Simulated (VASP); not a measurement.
Here is a VASP 6.6.1 calculation.

POSCAR

```
WS2
1.0
    3.1673028221      0.0000000000      0.0000000000
   -1.5836514111      2.7429647054      0.0000000000
    0.0000000000      0.0000000000      6.2797530212
W S
1 2
Direct
    0.0000000000      0.0000000000      0.0000000000
    0.3333333333      0.6666666667      0.2504111193
    0.6666666667      0.3333333333      0.7495888807
```

Contents of INCAR.step1:

```
SYSTEM = WS2
  ALGO = Normal
  EDIFF = 1E-4
  ENCUT = 600
  GGA = PE
  ISMEAR = -1
  LASPH = .TRUE.
  LCHARG = .FALSE.
  LREAL = .FALSE.
  LWAVE = .TRUE.
  NELM = 60
  PREC = Accurate
  SIGMA = 0.03
```

INCAR.step2

```
SYSTEM = WS2
  ALGO = Normal
  BPARAM = 11.95
  CPARAM = 0.0093
  EDIFF = 1E-6
  EDIFFG = -0.01
  ENCUT = 600
  IBRION = 2
  ISIF = 3
  ISMEAR = -1
  ISTART = 1
  IVDW_NL = 2
  LASPH = .TRUE.
  LCHARG = .FALSE.
  LMIXTAU = .TRUE.
  LREAL = .FALSE.
  LUSE_VDW = .TRUE.
  LWAVE = .FALSE.
  METAGGA = R2SCAN
  NELM = 60
  NSW = 100
  PREC = Accurate
  SIGMA = 0.03
```

File KPOINTS:

```
k-points
0
G
  12 12 4
  0 0 0
```

Potentials or basis: VASP PAW PBE potentials, release 64 (W_sv, S).

Run with:

```sh
$ cat potpaw_PBE.64/W_sv/POTCAR potpaw_PBE.64/S/POTCAR > POTCAR
$ cp INCAR.step1 INCAR
$ mpirun -np 1 vasp_std > vasp.out
$ cp INCAR.step2 INCAR
$ mpirun -np 1 vasp_std > vasp.out
```

(1) Estimate the band gap on the k mesh.

(2) Predict the relaxed volume.

(3) Estimate the relaxed cell.

(4) What does it give for the space group after relaxing (to 0.1 Å)?

Results:

(1) zero (bands 13 and 14 overlap by 1.65 eV).

(2) 18.11 Å³/atom.

(3) a = 3.231 Å, b = 3.231 Å, c = 6.007 Å, α = 90.00°, β = 90.00°, γ = 120.00°.

(4) P-3m1 (No. 164).

Caveat: the PAW data sets were made with another functional, which shifts forces and pressure a little; spin-orbit coupling is left out, which moves the levels of the heavy elements.
